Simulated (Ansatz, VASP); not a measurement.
Two plane-wave programs on Al2Cu

```
Al Cu
1.0
    -2.93660    2.93660    2.38965
     2.93660   -2.93660    2.38965
     2.93660    2.93660   -2.38965
Al Cu
4 2
Direct
  0.15932 0.65932 0.81864
  0.65932 0.84068 0.50000
  0.84068 0.34068 0.18136
  0.34068 0.15932 0.50000
  0.75000 0.75000 0.00000
  0.25000 0.25000 0.00000
```

Alike in both runs: task single point; functional PBEsol; k mesh 10 × 10 × 10; occupations gaussian, width 0.15 eV; no spin polarisation.

|  | VASP | Ansatz |
| --- | --- | --- |
| version | VASP 6.6.1 | Ansatz 0.2.0 |
| potentials or method | VASP PAW PBE potentials, release 64 (Al, Cu), cutoff 520 eV | scalar-relativistic, plane waves, PAW |
| valence electrons in the cell | 34 | 50 |

VASP gave:

| Quantity | Value |
| --- | --- |
| gap on the k mesh at the Fermi level (eV) | none |
| pressure (GPa) | 6.0 |
| traceless stress, the component that is largest in VASP (GPa) | -1.08 |
| rms of the force components (eV/Å) | 0.006 |

What did Ansatz give for the same quantities?

gap on the k mesh at the Fermi level (eV): none; pressure (GPa): 6.2; traceless stress, the component that is largest in VASP (GPa): -1.11; rms of the force components (eV/Å): 0.005.

VASP's potentials were made for PBE, not for PBEsol, and Ansatz warns of the same on its side. Atom by atom the forces differ by 0.001 eV/Å (rms over components). A gap of «none» marks a metal or a gap that the smearing closes. With one functional, cell and mesh, what is left measures potentials, basis and numerics. VASP's potentials hold 34 valence electrons a cell and Ansatz's 50, so a difference there can come from the potentials and not from the codes.
